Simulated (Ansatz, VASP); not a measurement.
**SrCl2 in VASP and in Ansatz**

File INCAR:

```
SYSTEM = SrCl2
ALGO = Normal
EDIFF = 1E-7
ENCUT = 520
GGA = PE
ISIF = 2
ISMEAR = -1
LASPH = .True.
LCHARG = .False.
LREAL = .False.
LWAVE = .False.
NBANDS = 19
NELM = 100
PREC = Accurate
SIGMA = 0.01
```

KPOINTS

```
k-points
0
Gamma
  8 8 8
  0 0 0
```

File POSCAR:

```
SrCl2
1.0
    0.0000000000      3.4855000000      3.4855000000
    3.4855000000      0.0000000000      3.4855000000
    3.4855000000      3.4855000000      0.0000000000
Sr Cl
1 2
Direct
    0.0000000000      0.0000000000      0.0000000000
    0.2500000000      0.2500000000      0.2500000000
    0.7500000000      0.7500000000      0.7500000000
```

Input for Ansatz:

```yaml
crystal:
  lattice:
    - [0.0, 3.4855, 3.4855]
    - [3.4855, 0.0, 3.4855]
    - [3.4855, 3.4855, 0.0]
  atoms:
    - { symbol: Sr, position: [0.0, 0.0, 0.0] }
    - { symbol: Cl, position: [0.25, 0.25, 0.25] }
    - { symbol: Cl, position: [0.75, 0.75, 0.75] }
kpoints:
  mp_grid: { grid: [8, 8, 8] }
  band_path:
    path:
      - [0.0, 0.0, 0.0]
      - [0.5, 0.0, 0.5]
      - [0.625, 0.25, 0.625]
      - [0.375, 0.375, 0.75]
      - [0.0, 0.0, 0.0]
      - [0.5, 0.5, 0.5]
      - [0.5, 0.25, 0.75]
      - [0.5, 0.0, 0.5]
    npoints: 14
scf:
  occupations: { method: fermi_dirac, width: 0.01 }
hamiltonian:
  xc: pbe
  pseudopotentials: { kind: all_electron, lapw: { basis_error: 0.001 } }
output:
  forces: true
  stress: true
  eigenvalues: true
  populations: true
  dos: { projected: true, de: 0.2, e_range: [-14, 8] }
```

Alike in both runs: task single point; functional PBE; k mesh 8 × 8 × 8; occupations fermi-dirac, width 0.01 eV; no spin polarisation.

|  | VASP | Ansatz |
| --- | --- | --- |
| version | VASP 6.6.1 | Ansatz 0.2.0 |
| potentials or method | VASP PAW PBE potentials, release 64 (Sr_sv, Cl), cutoff 520 eV | all-electron LAPW, scalar-relativistic |

Ansatz gave:

| Quantity | Value |
| --- | --- |
| gap on the k mesh at the Fermi level (eV) | 5.35 |
| pressure (GPa) | 1.1 |

Estimate VASP's values.

gap on the k mesh at the Fermi level (eV): 5.35; pressure (GPa): 1.2.

Ansatz ran all-electron here, and VASP with PAW potentials.
